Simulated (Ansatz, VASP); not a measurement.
**Si: VASP beside Ansatz**

INCAR

```
SYSTEM = Si
ALGO = Normal
EDIFF = 1E-8
ENCUT = 520
GGA = PE
ISIF = 2
ISMEAR = -1
LASPH = .True.
LCHARG = .False.
LEFG = .True.
LREAL = .False.
LWAVE = .False.
NBANDS = 11
NELM = 100
PREC = Accurate
SIGMA = 0.08
```

KPOINTS

```
k-points
0
Gamma
  12 12 12
  0 0 0
```

Contents of POSCAR:

```
Si
1.0
    0.0000000000      2.7154700000      2.7154700000
    2.7154700000      0.0000000000      2.7154700000
    2.7154700000      2.7154700000      0.0000000000
Si
2
Direct
    0.5000000000      0.5000000000      0.5000000000
    0.7553154702      0.7553154702      0.7553154702
```

Input for Ansatz:

```yaml
crystal:
  lattice:
    - [0.0, 2.71547, 2.71547]
    - [2.71547, 0.0, 2.71547]
    - [2.71547, 2.71547, 0.0]
  atoms:
    - { symbol: Si, position: [0.5, 0.5, 0.5] }
    - { symbol: Si, position: [0.7553154702, 0.7553154702, 0.7553154702] }
kpoints:
  mp_grid: { grid: [12, 12, 12] }
scf:
  occupations: { method: fermi_dirac, width: 0.08 }
hamiltonian:
  xc: pbe
  pseudopotentials: { kind: paw }
output:
  forces: true
  stress: true
  eigenvalues: true
  efg: { contact_densities: true }
```

Alike in both runs: task electric field gradients; functional PBE; k mesh 12 × 12 × 12; occupations fermi-dirac, width 0.08 eV; no spin polarisation.

```csv
,VASP,Ansatz
version,VASP 6.6.1,Ansatz 0.2.0
potentials or method,"VASP PAW PBE potentials, release 64 (Si)","PAW with Ansatz's default frozen-core files, scalar-relativistic"
plane-wave cutoff (eV),520,420
valence electrons in the cell,8,8
```

VASP gave:

| Quantity | Value |
| --- | --- |
| pressure (GPa) | 2.0 |
| traceless stress, the component that is largest in VASP (GPa) | -1.08 |
| rms of the force components (eV/Å) | 0.360 |
| size of Vzz on the site where it differs most (V/Å²) | 5.6 |

What did Ansatz give for the same quantities?

Pressure (GPa): 2.1; traceless stress, the component that is largest in VASP (GPa): -1.09; rms of the force components (eV/Å): 0.361; size of Vzz on the site where it differs most (V/Å²): 5.1.

Atom by atom the forces differ by 0.001 eV/Å (rms over components).
